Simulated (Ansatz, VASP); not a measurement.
**Al: VASP beside Ansatz**

POSCAR

```
Al
1.0
    0.0000000000      1.8620616000      2.1049392000
    1.8620616000      0.0000000000      2.1049392000
    1.8620616000      1.8620616000      0.0000000000
Al
1
Direct
    0.0000000000      0.0000000000      0.0000000000
```

INCAR.step1

```
ALGO     = Normal         # electronic algorithm
EDIFF    = 1E-4           # SCF threshold, eV
ENCUT    = 520            # plane-wave cutoff, eV
GGA      = PE             # functional
ISMEAR   = 0              # smearing method
LASPH    = True           # aspherical terms in the spheres
LCHARG   = False          # write CHGCAR
LREAL    = False          # projectors in reciprocal space
LWAVE    = True           # write WAVECAR
NBANDS   = 8              # bands
NELM     = 80             # most SCF steps
PREC     = Accurate       # precision mode
SIGMA    = 0.15           # smearing width, eV
```

The input INCAR.step2:

```
ALGO     = Normal         # electronic algorithm
EDIFF    = 1E-7           # SCF threshold, eV
ENCUT    = 520            # plane-wave cutoff, eV
ISIF     = 2              # what is computed and relaxed
ISMEAR   = 0              # smearing method
ISTART   = 1            
LASPH    = True           # aspherical terms in the spheres
LCHARG   = False          # write CHGCAR
LMIXTAU  = True         
LREAL    = False          # projectors in reciprocal space
LWAVE    = False          # write WAVECAR
METAGGA  = R2SCAN         # meta-GGA
NBANDS   = 8              # bands
NELM     = 80             # most SCF steps
PREC     = Accurate       # precision mode
SIGMA    = 0.15           # smearing width, eV
```

Contents of KPOINTS:

```
k-points
0
Gamma
  20 20 20
```

Input for Ansatz:

```yaml
crystal:
  lattice:
    - [0.0, 1.8620616, 2.1049392]
    - [1.8620616, 0.0, 2.1049392]
    - [1.8620616, 1.8620616, 0.0]
  atoms:
    - { symbol: Al, position: [0.0, 0.0, 0.0] }
basis:
  ecutwfc: 500
kpoints:
  mp_grid: { grid: [20, 20, 20] }
hamiltonian:
  xc: r2scan
scf:
  occupations: { method: gaussian, width: 0.15 }
output:
  forces: true
  stress: true
  eigenvalues: true
```

Change from the starting cell: strain -0.080 along x and y, +0.040 along z, atoms carried along.

Alike in both runs: task single point; functional r2SCAN; k mesh 20 × 20 × 20; occupations gaussian, width 0.15 eV; no spin polarisation.

|  | VASP | Ansatz |
| --- | --- | --- |
| version | VASP 6.6.1 | Ansatz 0.2.0 |
| potentials or method | VASP PAW PBE potentials, release 64 (Al), cutoff 520 eV | scalar-relativistic, plane waves, PAW |
| valence electrons in the cell | 3 | 3 |

VASP gave:

| Property | Result |
| --- | --- |
| gap on the k mesh at the Fermi level (eV) | none |
| pressure (GPa) | 10.9 |
| traceless stress, the component that is largest in VASP (GPa) | -10.00 |

Problem. Estimate Ansatz's values.

Solution. gap on the k mesh at the Fermi level (eV): none; pressure (GPa): 11.3; traceless stress, the component that is largest in VASP (GPa): -10.00.

VASP's potentials were made for PBE, not for r2SCAN. A gap of «none» marks a metal or a gap that the smearing closes. The functional is the same, so the differences come from potentials, cutoffs and numerics.
